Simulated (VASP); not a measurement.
AlNi3: relaxation of cell and atoms with PBEsol

The system is AlNi3.

```
Al Ni
1.0
     3.52305    0.00000    0.00000
     0.00000    3.52305    0.00000
     0.00000    0.00000    3.52305
Al Ni
1 3
Cartesian
  0.0000 0.0000 0.0000
  0.0000 1.7615 1.7615
  1.7615 0.0000 1.7615
  1.7615 1.7615 0.0000
```

- Program: VASP 6.6.1
- Task: relaxation of cell and atoms
- Functional: PBEsol
- Potentials or basis: VASP PAW PBE potentials, release 64 (Al, Ni)
- Cutoff: 600 eV
- k mesh: 12 × 12 × 12
- Occupations: gaussian, width 0.1 eV
- Spin: collinear spin, ferromagnetic start
- Starting moments: [0.0, 0.29, 0.29, 0.29] μB
- Dipole correction: no
- Further INCAR settings: ALGO = Normal; EDIFF = 1e-07; IBRION = 2; EDIFFG = -0.005; NSW = 100; ISIF = 3

```
Relaxed volume                                        : 10.90 Å³/atom
Relaxed cell                                          : a = 3.519 Å, b = 3.519 Å, c = 3.519 Å, α = 90.00°, β = 90.00°, γ = 90.00°
Space group after relaxing (to 0.1 Å)                 : Pm-3m (No. 221)
Energy gained by relaxing                             : 0.1 meV/atom
Ionic steps                                           : 3
Pressure after relaxing                               : 0.0 GPa
Net moment                                            : 0.66 μB per cell
Site moments                                          : Al -0.01; Ni +0.23 μB
Valence electrons inside the program's atomic spheres : Al 0.81; Ni 9.46
```

Step by step:
| step | energy change (eV) | largest force (eV/Å) | pressure (GPa) | volume (Å³) |
| --- | --- | --- | --- | --- |
| 1 | 0.0000 | 0.0000 | -0.65 | 43.73 |
| 2 | 0.0000 | 0.0000 | 0.65 | 43.45 |
| 3 | -0.0003 | 0.0000 | 0.01 | 43.58 |

Final structure:
```xyz
4
Lattice="3.5191 0.0000 0.0000 0.0000 3.5191 0.0000 0.0000 0.0000 3.5191" Properties=species:S:1:pos:R:3 pbc="T T T"
Al    0.0000    0.0000    0.0000
Ni    0.0000    1.7596    1.7596
Ni    1.7596    0.0000    1.7596
Ni    1.7596    1.7596    0.0000
```

Levels at points of the mesh, in eV from the Fermi level:
Spin up:
```tsv
k point	band 15	band 16	band 17	band 18	band 19	band 20
(0.00, 0.00, 0.00)	-0.04	-0.04	0.87	0.87	0.87	6.75
(0.50, 0.00, 0.00)	-1.06	-0.49	-0.04	5.68	5.68	5.69
(0.50, 0.50, 0.00)	-0.99	-0.98	-0.58	0.91	0.91	8.32
(0.50, 0.50, 0.50)	-1.09	-0.25	-0.22	-0.22	-0.22	3.64
```
Spin down:
| k point | band 14 | band 15 | band 16 | band 17 | band 18 | band 19 |
| --- | --- | --- | --- | --- | --- | --- |
| (0.00, 0.00, 0.00) | 0.34 | 0.34 | 0.34 | 0.85 | 0.85 | 0.85 |
| (0.50, 0.00, 0.00) | -0.97 | -0.85 | -0.30 | 0.34 | 5.73 | 5.73 |
| (0.50, 0.50, 0.00) | -1.11 | -0.80 | -0.63 | -0.45 | 1.17 | 1.17 |
| (0.50, 0.50, 0.50) | -0.91 | -0.91 | -0.26 | 0.10 | 0.10 | 0.10 |

It took 4.1 min on 1 thread of Intel(R) Xeon(R) Platinum 8488C (Sapphire Rapids) (shared host), peak memory 0.27 GiB.

Caveat: the PAW data sets were made with another functional, which shifts forces and pressure a little.
